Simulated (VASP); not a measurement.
A run of VASP 6.6.1 is set up as follows.

File POSCAR:

```
GaN
1.0
    0.0000000000      2.2535006075      2.2535006075
    2.2535006075      0.0000000000      2.2535006075
    2.2535006075      2.2535006075      0.0000000000
Ga N
1 1
Direct
    0.0000000000      0.0000000000      0.0000000000
    0.2500000000      0.2500000000      0.2500000000
```

INCAR.step1

```
PREC = Accurate ; ENCUT = 600
EDIFF = 1E-5 ; ISMEAR = -1
SIGMA = 0.05 ; LREAL = False
LASPH = True ; NELM = 60
ALGO = Normal ; LWAVE = True
LCHARG = False ; GGA = PE
NBANDS = 16
```

INCAR.step2

```
PREC = Accurate ; ENCUT = 600
EDIFF = 1E-6 ; ISMEAR = -1
SIGMA = 0.05 ; LREAL = False
LASPH = True ; NELM = 60
ALGO = Normal ; ISIF = 3
LWAVE = False ; LCHARG = False
GGA = PE ; LHFCALC = True
HFSCREEN = 0.2079 ; PRECFOCK = Normal
IBRION = 2 ; NSW = 60
EDIFFG = -0.01 ; ISTART = 1
```

The input KPOINTS:

```
Automatic mesh
0
Gamma
  5 5 5
```

Potentials or basis: VASP PAW PBE potentials, release 64 (Ga_d, N).

The run is started by

```console
$ cat potpaw_PBE.64/Ga_d/POTCAR potpaw_PBE.64/N/POTCAR > POTCAR
$ cp INCAR.step1 INCAR
$ mpirun -np 1 vasp_std > vasp.out
$ cp INCAR.step2 INCAR
$ mpirun -np 1 vasp_std > vasp.out
```

(1) What does it give for the relaxed volume?

(2) Predict the relaxed cell.

(3) What does it give for the band gap on the k mesh?

(4) What does it give for the space group after relaxing (to 0.1 Å)?

## Answers

(1) 11.36 Å³/atom.

(2) a = 3.179 Å, b = 3.179 Å, c = 3.179 Å, α = 60.00°, β = 60.00°, γ = 60.00°.

(3) 3.04 eV.

(4) F-43m (No. 216).

Caveat: the k points lie up to 0.48 Å⁻¹ apart in the final cell; the PAW data sets were made with another functional, which shifts forces and pressure a little.
